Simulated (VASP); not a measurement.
# TaN in VASP: notebook, part 2 of 2

VASP 6.6.1.

**3. Electric field gradients, PBEsol (zz strain of -2 %)**

The input, INCAR:

```
ALGO = Normal
EDIFF = 1E-8
ENCUT = 520
GGA = PS
ISIF = 2
ISMEAR = -1
LASPH = T
LCHARG = F
LEFG = T
LREAL = F
LWAVE = F
NBANDS = 15
NELM = 80
PREC = Accurate
SIGMA = 0.02
```

The input, KPOINTS:

```
k-points
0
Gamma
  9 9 9
```

The input, POSCAR:

```
TaN
1.0
    0.0000000000      2.1790000000      2.1354200000
    2.1790000000      0.0000000000      2.1354200000
    2.1790000000      2.1790000000      0.0000000000
Ta N
1 1
Direct
    0.5000000000      0.5000000000      0.5000000000
    0.0000000000      0.0000000000      0.0000000000
```

Potentials or basis: VASP PAW PBE potentials, release 64 (Ta_pv, N).

On the command line:

```console
$ cat potpaw_PBE.64/Ta_pv/POTCAR potpaw_PBE.64/N/POTCAR > POTCAR
$ mpirun -np 1 vasp_std > vasp.out
```

OUTCAR:

```text
EDIFF = 1E-8
   ENCUT = 520
   GGA = PS
   ISIF = 2
   ISMEAR = -1
   LASPH = T
   LREAL = F
   NELM = 80
   PREC = Accurate

 ion  position               nearest neighbor table
   1  0.500  0.500  0.500-   2 2.14   2 2.14   2 2.18   2 2.18   2 2.18   2 2.18
   2  0.000  0.000  0.000-   1 2.14   1 2.14   1 2.18   1 2.18   1 2.18   1 2.18

  LATTYP: Found a body centered tetragonal cell.
 ALAT       =     3.0815713524
 C/A-ratio  =     1.3859292911

  Lattice vectors:

 A1 = (   0.0000000000,  -2.1790000000,  -2.1354200000)
 A2 = (   0.0000000000,   2.1790000000,  -2.1354200000)
 A3 = (   2.1790000000,   0.0000000000,   2.1354200000)

Analysis of symmetry for initial positions (statically):
=====================================================================
 Subroutine PRICEL returns:
 Original cell was already a primitive cell.

 Routine SETGRP: Setting up the symmetry group for a
 body centered tetragonal supercell.

 Subroutine GETGRP returns: Found 16 space group operations
 (whereof 16 operations were pure point group operations)
 out of a pool of 16 trial point group operations.

The static configuration has the point symmetry D_4h.

Analysis of symmetry for dynamics (positions and initial velocities):
=====================================================================
 Subroutine PRICEL returns:
 Original cell was already a primitive cell.

 Routine SETGRP: Setting up the symmetry group for a
 body centered tetragonal supercell.

 Subroutine GETGRP returns: Found 16 space group operations
 (whereof 16 operations were pure point group operations)
 out of a pool of 16 trial point group operations.

The dynamic configuration has the point symmetry D_4h.

 Subroutine INISYM returns: Found 16 space group operations
 (whereof 16 operations are pure point group operations),
 and found     1 'primitive' translations

----------------------------------------------------------------------------------------

                                     Primitive cell

  volume of cell :      20.2781

  direct lattice vectors                    reciprocal lattice vectors
     0.000000000  2.179000000  2.135420000    -0.229463056  0.229463056  0.234145976
     2.179000000  0.000000000  2.135420000     0.229463056 -0.229463056  0.234145976
     2.179000000  2.179000000  0.000000000     0.229463056  0.229463056 -0.234145976

  length of vectors
     3.050911270  3.050911270  3.081571352     0.400163625  0.400163625  0.400163625

  position of ions in fractional coordinates (direct lattice)
     0.500000000  0.500000000  0.500000000
     0.000000000  0.000000000  0.000000000

  ion indices of the primitive-cell ions
   primitive index   ion index
                 1           1
                 2           2

----------------------------------------------------------------------------------------

 KPOINTS: k-points

Automatic generation of k-mesh.
[... 77 lines left out ...]
   NELECT =      16.0000    total number of electrons
   NUPDOWN=      -1.0000    fix difference up-down
   EMIN   =  10.00;   EMAX   =-10.00  energy-range for DOS
   EFERMI =   0.00;   METHOD = LEGACY
   ISMEAR =    -1;   SIGMA  =   0.02  broadening in eV -4-tet -1-fermi 0-gaus
   EFERMI_NEDOS =   21; number of points for ismear=-14 and -15
   IALGO  =     38    algorithm
   IMIX   =      4    mixing-type and parameters
     AMIX     =   0.40;   BMIX     =  1.00
     AMIX_MAG =   1.60;   BMIX_MAG =  1.00
  volume/ion in A,a.u.               =      10.14        68.42
  Fermi-wavevector in a.u.,A,eV,Ry     =   1.512768  2.858716 31.136471  2.288466
  Thomas-Fermi vector in A             =   2.622648
   LORBIT       =      0    0 simple, 1 ext, 2 COOP (PROOUT), +10 PAW based schemes
   GGA     = PS    functional components
   LHFCALC =     F    Hartree Fock is set to
   AEXX    =    0.0000 exact exchange contribution
   IVDW    =     0    specifies the selected vdW correction
   LEPSILON=     F    determine dielectric tensor
   LRPA    =     F    only Hartree local field effects (RPA)
 non-spin polarized calculation
  energy-cutoff  :      520.00
  volume of cell :       20.28
 maximum number of plane-waves:       556
   NGX = 11   NGY = 11   NGZ = 11

 number of electron      15.9999998 magnetization

 Free energy of the ion-electron system (eV)
  ---------------------------------------------------
  ext. energy  EPLUGINS =         0.00000000
  ---------------------------------------------------
  free energy    TOTEN  =       -23.17014368 eV

  energy without entropy =      -23.16877117  energy(sigma->0) =      -23.16945743

 E-fermi :   9.8205     XC(G=0): -13.8517

 val. band max:        9.8032752107   @ k =   0.0000   0.0000   0.0000
 cond. band min:       9.8460538558   @ k =  -0.2222   0.0000   0.2222
 fundamental gap:      0.0427786451
 Fermi energy:         9.8204629256

 k-point     1 :       0.0000    0.0000    0.0000
  band No.  band energies     occupation
      1     -25.6942      2.00000
      2     -25.6942      2.00000
      3     -25.6727      2.00000
      4      -9.2851      2.00000
      5       5.9481      2.00000
      6       5.9481      2.00000
      7       6.0683      2.00000
      8       7.5784      2.00000
      9       7.5784      2.00000
     10       7.8225      2.00000
     11       9.8033      1.40506
     12      10.0224      0.00008
     13      11.9883      0.00000
     14      19.3206      0.00000
[... 401 lines left out ...]
      2     -26.0444      2.00000
      3     -26.0444      2.00000
      4      -7.9313      2.00000
      5       3.0679      2.00000
      6       4.1328      2.00000
      7       5.0750      2.00000
      8       5.0750      2.00000
      9      12.0922      0.00000
     10      13.7350      0.00000
     11      13.7350      0.00000
     12      14.8223      0.00000
     13      17.7608      0.00000
     14      19.4804      0.00000
     15      22.4204      0.00000

 [... further k-points ...]
[... 5 lines left out ...]
  --------------------------------------------------------------------------------------
  -------------------------------------------------------------------------------------
  Total        1.1139922      1.1139922      3.0423027      0.0000000     -0.0000000     -0.0000000
  in kB       88.0166760     88.0166760    240.3727580      0.0000000     -0.0000000     -0.0000000
  external PRESSURE =     138.8020366 kB  Pullay stress =       0.0000000 kB

 VOLUME and BASIS-vectors are now :
 -----------------------------------------------------------------------------
  energy-cutoff  :      520.00
  volume of cell :       20.28
      direct lattice vectors                 reciprocal lattice vectors
     0.000000000  2.179000000  2.135420000    -0.229463056  0.229463056  0.234145976
     2.179000000  0.000000000  2.135420000     0.229463056 -0.229463056  0.234145976
     2.179000000  2.179000000  0.000000000     0.229463056  0.229463056 -0.234145976

 POSITION                                       TOTAL-FORCE (eV/Angst)
 -----------------------------------------------------------------------------------
      2.17900      2.17900      2.13542         0.000000      0.000000     -0.000000
      0.00000      0.00000      0.00000         0.000000      0.000000      0.000000
 -----------------------------------------------------------------------------------
    total drift:                                0.000000     -0.000000     -0.000000

  FREE ENERGIE OF THE ION-ELECTRON SYSTEM (eV)
  ---------------------------------------------------
  free  energy   TOTEN  =       -23.1701436840 eV

  energy  without entropy=      -23.1687711723  energy(sigma->0) =      -23.16945743

 Electric field gradients (V/A^2)
---------------------------------------------------------------------
 ion       V_xx      V_yy      V_zz      V_xy      V_xz      V_yz
---------------------------------------------------------------------
   1      50.573    50.573  -101.146     0.000     0.000     0.000
   2       4.279     4.279    -8.557    -0.000    -0.000    -0.000
---------------------------------------------------------------------

 Electric field gradients after diagonalization (V/A^2)
 (convention: |V_zz| > |V_xx| > |V_yy|)
----------------------------------------------------------------------
 ion       V_xx      V_yy      V_zz     asymmetry (V_yy - V_xx)/ V_zz
----------------------------------------------------------------------
   1      50.573    50.573  -101.146       0.000
   2       4.279     4.278    -8.557       0.000
----------------------------------------------------------------------

           NMR quadrupolar parameters

 Cq : quadrupolar parameter    Cq=e*Q*V_zz/h
 eta: asymmetry parameters     (V_yy - V_xx)/ V_zz
 Q  : nuclear electric quadrupole moment in mb (millibarn)
----------------------------------------------------------------------
 ion       Cq(MHz)       eta       Q (mb)
----------------------------------------------------------------------
   1      -0.245       0.000       1.000
   2      -0.021       0.000       1.000
----------------------------------------------------------------------
```

Run time: 14 s. Hardware: 1 thread of Intel Xeon Platinum 8488C (Sapphire Rapids), shared host; peak memory 0.12 GiB.

Results:

```yaml
Free_energy: -23.1701 eV
Pressure: 13.9 GPa
Band_gap_on_the_k_mesh: zero (band 8 reaches 11.57 eV, above the bottom of band 9 at 7.58 eV)
```

Levels at points of the mesh, in eV from the Fermi level:
| k point | band 5 | band 6 | band 7 | band 8 | band 9 | band 10 | band 11 | band 12 |
| --- | --- | --- | --- | --- | --- | --- | --- | --- |
| (0.00, 0.00, 0.00) | -3.87 | -3.87 | -3.75 | -2.24 | -2.24 | -2.00 | -0.02 | 0.20 |

Electric field gradients, principal values (V/Å²):
```csv
atom,least,middle,greatest (by size)
1 Ta,50.573,50.573,-101.146
2 N,4.278,4.279,-8.557
```

Caveat: the cell differs from its parent crystal (zz strain of -2 %); without QUAD_EFG the Cq values of the log hold for a quadrupole moment of 1 mb, not for the nuclei; the PAW data sets were made with another functional, which shifts forces and pressure a little; spin-orbit coupling is left out, which moves the levels of the heavy elements.
